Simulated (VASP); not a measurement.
# SnO (P4/nmm) in VASP: a series of runs

SnO is run at these levels: PBE+D3(BJ); tasks: single point.

All numbers are computed with VASP 6.6.1; they aren't measurements. Logs are shortened: lines on timing, memory, paths and dates and some standing lists are left out, and cuts for length are marked.

### 1 The cell of the first run

Symmetry: P4/nmm, No. 129, tetragonal system. Conventional cell: a = 4.051 Å, b = 4.051 Å, c = 4.273 Å, α = 90.00°, β = 90.00°, γ = 90.00°. Within 3.0 Å of Sn (site symmetry 4mm) lie 4 O at 2.28 Å. Within 3.0 Å of O (site symmetry -4m2) lie 4 Sn at 2.28 Å and 4 O at 2.86 Å.

### 2 Single point, PBE+D3(BJ)

INCAR reads:

```
SYSTEM = SnO
  PREC = Accurate
  ENCUT = 520
  EDIFF = 1E-6
  ISMEAR = 0
  SIGMA = 0.15
  LREAL = .False.
  LASPH = .True.
  NELM = 60
  ALGO = Normal
  ISIF = 2
  LWAVE = .False.
  LCHARG = .False.
  GGA = PE
  IVDW = 12
  NBANDS = 28
```

KPOINTS reads:

```
regular mesh
0
Gamma
  14 14 12
  0 0 0
```

POSCAR reads:

```
SnO
1.0
    4.0506966701      0.0000000000      0.0000000000
    0.0000000000      4.0506966701      0.0000000000
    0.0000000000      0.0000000000      4.2731405186
Sn O
2 2
Direct
    0.0000000000      0.5000000000      0.2432421493
    0.5000000000      0.0000000000      0.7567578507
    0.0000000000      0.0000000000      0.0000000000
    0.5000000000      0.5000000000      0.0000000000
```

Potentials or basis: VASP PAW PBE potentials, release 64 (Sn_d, O).

The run is started by

```
$ cat potpaw_PBE.64/Sn_d/POTCAR potpaw_PBE.64/O/POTCAR > POTCAR
$ mpirun -np 1 vasp_std > vasp.out
```

OUTCAR:

```text
SYSTEM = SnO
   PREC = Accurate
   ENCUT = 520
   EDIFF = 1E-6
   ISMEAR = 0
   LREAL = .False.
   LASPH = .True.
   NELM = 60
   ISIF = 2
   GGA = PE
   IVDW = 12
 IVDW          = 12

 ion  position               nearest neighbor table
   1  0.000  0.500  0.243-   3 2.28   4 2.28   3 2.28   4 2.28   2 3.54   2 3.54   2 3.54   2 3.54
                             2 3.61   2 3.61   2 3.61   2 3.61
   2  0.500  0.000  0.757-   3 2.28   4 2.28   4 2.28   3 2.28   1 3.54   1 3.54   1 3.54   1 3.54
                             1 3.61   1 3.61   1 3.61   1 3.61
   3  0.000  0.000  0.000-   1 2.28   2 2.28   1 2.28   2 2.28
   4  0.500  0.500  0.000-   1 2.28   2 2.28   2 2.28   1 2.28

  LATTYP: Found a simple tetragonal cell.
 ALAT       =     4.0506966701
 C/A-ratio  =     1.0549149607

  Lattice vectors:

 A1 = (   4.0506966701,   0.0000000000,   0.0000000000)
 A2 = (   0.0000000000,   4.0506966701,   0.0000000000)
 A3 = (   0.0000000000,   0.0000000000,   4.2731405186)

Analysis of symmetry for initial positions (statically):
=====================================================================
 Subroutine PRICEL returns:
 Original cell was already a primitive cell.

 Routine SETGRP: Setting up the symmetry group for a
 simple tetragonal supercell.

 Subroutine GETGRP returns: Found 16 space group operations
 (whereof  8 operations were pure point group operations)
 out of a pool of 16 trial point group operations.

The static configuration has the point symmetry D_2d.
 The point group associated with its full space group is D_4h.

Analysis of symmetry for dynamics (positions and initial velocities):
=====================================================================
 Subroutine PRICEL returns:
 Original cell was already a primitive cell.

 Routine SETGRP: Setting up the symmetry group for a
 simple tetragonal supercell.

 Subroutine GETGRP returns: Found 16 space group operations
 (whereof  8 operations were pure point group operations)
 out of a pool of 16 trial point group operations.

The dynamic configuration has the point symmetry D_2d.
 The point group associated with its full space group is D_4h.

 Subroutine INISYM returns: Found 16 space group operations
 (whereof  8 operations are pure point group operations),
 and found     1 'primitive' translations

----------------------------------------------------------------------------------------

                                     Primitive cell

  volume of cell :      70.1143

  direct lattice vectors                    reciprocal lattice vectors
     4.050696670  0.000000000  0.000000000     0.246871114  0.000000000  0.000000000
[... 94 lines left out ...]
   IBRION =     -1    ionic relax: 0-MD 1-quasi-New 2-CG
   NFREE  =      0    steps in history (QN), initial steepest desc. (CG)
   ISIF   =      2    stress and relaxation
   ISYM   =      2    0-nonsym 1-usesym 2-fastsym
   POTIM  = 0.5000    time-step for ionic-motion
   TEBEG  =    0.0;   TEEND  =   0.0 temperature during run
   PSTRESS=    0.0 pullay stress
   NELECT =      40.0000    total number of electrons
   NUPDOWN=      -1.0000    fix difference up-down
   EMIN   =  10.00;   EMAX   =-10.00  energy-range for DOS
   EFERMI =   0.00;   METHOD = LEGACY
   ISMEAR =     0;   SIGMA  =   0.15  broadening in eV -4-tet -1-fermi 0-gaus
   EFERMI_NEDOS =   21; number of points for ismear=-14 and -15
   IALGO  =     38    algorithm
   IMIX   =      4    mixing-type and parameters
     AMIX     =   0.40;   BMIX     =  1.00
     AMIX_MAG =   1.60;   BMIX_MAG =  1.00
  volume/ion in A,a.u.               =      17.53       118.29
  Fermi-wavevector in a.u.,A,eV,Ry     =   1.357769  2.565812 25.082847  1.843537
  Thomas-Fermi vector in A             =   2.484659
   LORBIT       =      0    0 simple, 1 ext, 2 COOP (PROOUT), +10 PAW based schemes
   GGA     = PE    functional components
   LHFCALC =     F    Hartree Fock is set to
   AEXX    =    0.0000 exact exchange contribution
   IVDW    =    12    specifies the selected vdW correction
   LEPSILON=     F    determine dielectric tensor
   LRPA    =     F    only Hartree local field effects (RPA)
 non-spin polarized calculation
 Gauss-broadening in eV      SIGMA  =   0.15
  energy-cutoff  :      520.00
  volume of cell :       70.11
 maximum number of plane-waves:      1920
   NGX = 15   NGY = 15   NGZ = 15

 number of electron      39.9999995 magnetization

 Free energy of the ion-electron system (eV)
  ---------------------------------------------------
  ext. energy  EPLUGINS =         0.00000000
  ---------------------------------------------------
  free energy    TOTEN  =       -22.45406136 eV

  energy without entropy =      -22.45405958  energy(sigma->0) =      -22.45406047

 E-fermi :   6.7969     XC(G=0): -10.3234

 val. band max:        6.4007713856   @ k =   0.2143   0.2143   0.0000
 cond. band min:       7.1163331769   @ k =   0.5000   0.5000   0.0000
 fundamental gap:      0.7155617913
 Fermi energy:         6.7969421710

 k-point     1 :       0.0000    0.0000    0.0000
  band No.  band energies     occupation
      1     -14.8582      2.00000
      2     -14.5204      2.00000
      3     -14.5204      2.00000
      4     -14.4957      2.00000
      5     -14.4766      2.00000
      6     -14.4574      2.00000
[... 733 lines left out ...]
     27      14.9204      0.00000
     28      15.2889      0.00000

 [... further k-points ...]

------------------------ aborting loop because EDIFF is reached ----------------------------------------

 Edisp (eV)   -0.93950

 E8    (eV) :    -0.4083

  FORCE on cell =-STRESS in cart. coord.  units (eV):
  Direction    XX          YY          ZZ          XY          YZ          ZX
  --------------------------------------------------------------------------------------
  -------------------------------------------------------------------------------------
  Total      -2.20474    -2.20474     1.64953     0.00000    -0.00000     0.00000
  in kB     -50.38034   -50.38034    37.69333     0.00000    -0.00000     0.00000
  external pressure =      -21.02 kB  Pullay stress =        0.00 kB

 VOLUME and BASIS-vectors are now :
 -----------------------------------------------------------------------------
  energy-cutoff  :      520.00
  volume of cell :       70.11
      direct lattice vectors                 reciprocal lattice vectors
     4.050696670  0.000000000  0.000000000     0.246871114  0.000000000  0.000000000
     0.000000000  4.050696670  0.000000000     0.000000000  0.246871114  0.000000000
     0.000000000  0.000000000  4.273140519     0.000000000  0.000000000  0.234019919

 POSITION                                       TOTAL-FORCE (eV/Angst)
 -----------------------------------------------------------------------------------
      0.00000      2.02535      1.03941         0.000000      0.000000      0.402668
      2.02535      0.00000      3.23373         0.000000      0.000000     -0.402668
      0.00000      0.00000      0.00000         0.000000      0.000000      0.000000
      2.02535      2.02535      0.00000        -0.000000      0.000000      0.000000
 -----------------------------------------------------------------------------------
    total drift:                                0.000000      0.000000      0.000000

  FREE ENERGIE OF THE ION-ELECTRON SYSTEM (eV)
  ---------------------------------------------------
  free  energy   TOTEN  =       -23.3935601674 eV

  energy  without entropy=      -23.3935583785  energy(sigma->0) =      -23.39355927
```

stdout:

```text
POSCAR found type information on POSCAR SnO
 POSCAR found :  2 types and       4 ions
 scaLAPACK will be used
 LDA part: xc-table for (Slater+PW92), standard interpolation
 POSCAR, INCAR and KPOINTS ok, starting setup
 FFT: planning ... GRIDC
 FFT: planning ... GRID_SOFT
 FFT: planning ... GRID
 WAVECAR not read
 entering main loop
```

Wall time 3.2 min (1 thread of Intel Xeon 6975P-C (Granite Rapids), shared host); peak memory 0.48 GiB.

What came out:

* Free energy: -23.3936 eV
* Pressure: -2.1 GPa
* Largest force: 0.403 eV/Å
* Band gap on the k mesh: 0.72 eV, indirect (least direct gap 1.50 eV)
* Dispersion energy per atom: -0.235 eV

Forces in eV/Å, atoms in the order of the input:
```
Sn   0.000  0.000  0.403
Sn   0.000  0.000 -0.403
O    0.000  0.000  0.000
O    0.000  0.000  0.000
```

Stress tensor (GPa, compression positive):
```
-5.04  0.00  0.00
 0.00 -5.04  0.00
 0.00  0.00  3.77
```

Levels at points of the mesh, in eV from the valence-band top:
```
           k point  band 16  band 17  band 18  band 19  band 20  band 21  band 22  band 23  band 24  band 25
(0.00, 0.00, 0.00)    -5.49    -2.74    -2.74    -2.46    -0.36     2.51     4.93     4.93     5.81     7.10
(0.50, 0.00, 0.00)    -4.21    -3.63    -3.63    -1.54    -1.54     4.01     4.01     6.05     6.05     6.55
(0.50, 0.50, 0.00)    -3.69    -2.06    -2.06    -0.79    -0.79     0.72     0.72     5.98     5.98     8.05
(0.00, 0.00, 0.50)    -2.74    -2.74    -2.69    -2.39    -0.49     1.30     2.99     3.09     3.09     8.81
(0.50, 0.00, 0.50)    -4.64    -4.09    -4.09    -0.71    -0.71     3.28     3.28     5.35     5.35     7.00
(0.50, 0.50, 0.50)    -4.51    -2.20    -2.20    -2.05    -2.05     3.53     3.53     5.20     5.20     5.48
```

Caveat: spin-orbit coupling is left out, which moves the levels of the heavy elements. A k mesh can miss the band edges.

### 3 Single point, PBE+D3(BJ)

This run uses another cell than the first one, of the same volume but with other edges.

INCAR reads:

```
SYSTEM = SnO
ALGO = Normal
EDIFF = 1E-6
ENCUT = 520
GGA = PE
ISIF = 2
ISMEAR = 0
IVDW = 12
LASPH = .TRUE.
LCHARG = .FALSE.
LREAL = .FALSE.
LWAVE = .FALSE.
NBANDS = 28
NELM = 80
PREC = Accurate
SIGMA = 0.15
```

KPOINTS reads:

```
k-points
0
G
  14 14 12
  0 0 0
```

POSCAR reads:

```
SnO
1.0
    3.9452399520      0.0000000000      0.0000000000
    0.0000000000      3.9452399520      0.0000000000
    0.0000000000      0.0000000000      4.5046367495
Sn O
2 2
Direct
    0.0000000000      0.5000000000      0.2432421493
    0.5000000000      0.0000000000      0.7567578507
    0.0000000000      0.0000000000      0.0000000000
    0.5000000000      0.5000000000      0.0000000000
```

Potentials or basis: VASP PAW PBE potentials, release 64 (Sn_d, O).

The run is started by

```
$ cat potpaw_PBE.64/Sn_d/POTCAR potpaw_PBE.64/O/POTCAR > POTCAR
$ mpirun -np 1 vasp_std > vasp.out
```

It took 3.2 min on 1 thread of Intel Xeon 6975P-C (Granite Rapids), shared host; peak memory 0.49 GiB.

Results (log left out):

| Property | Result |
| --- | --- |
| Free energy | -23.5603 eV |
| Pressure | -0.9 GPa |
| Largest force | 0.339 eV/Å |
| Band gap on the k mesh | 0.40 eV, indirect (least direct gap 1.71 eV) |
| Dispersion energy per atom | -0.235 eV |

Forces on the atoms (eV/Å):
```
Sn   0.000  0.000  0.339
Sn   0.000  0.000 -0.339
O    0.000  0.000  0.000
O    0.000  0.000  0.000
```

Stress tensor (GPa, compression positive):
```
-2.73  0.00  0.00
 0.00 -2.73  0.00
 0.00  0.00  2.61
```

Levels at points of the mesh, in eV from the valence-band top:
| k point | band 17 | band 18 | band 19 | band 20 | band 21 | band 22 | band 23 | band 24 |
| --- | --- | --- | --- | --- | --- | --- | --- | --- |
| (0.00, 0.00, 0.00) | -2.91 | -2.91 | -2.89 | -0.13 | 2.30 | 4.75 | 4.75 | 5.28 |
| (0.50, 0.00, 0.00) | -4.22 | -4.22 | -2.08 | -2.08 | 3.74 | 3.74 | 5.95 | 5.95 |
| (0.50, 0.50, 0.00) | -2.25 | -2.25 | -1.30 | -1.30 | 0.40 | 0.40 | 5.29 | 5.29 |
| (0.00, 0.00, 0.50) | -2.92 | -2.92 | -2.61 | -1.21 | 1.49 | 2.97 | 2.97 | 3.30 |
| (0.50, 0.00, 0.50) | -4.38 | -4.38 | -1.14 | -1.14 | 3.12 | 3.12 | 5.32 | 5.32 |
| (0.50, 0.50, 0.50) | -2.43 | -2.43 | -2.25 | -2.25 | 2.96 | 2.96 | 4.83 | 4.83 |

Caveat: spin-orbit coupling is left out, which moves the levels of the heavy elements.
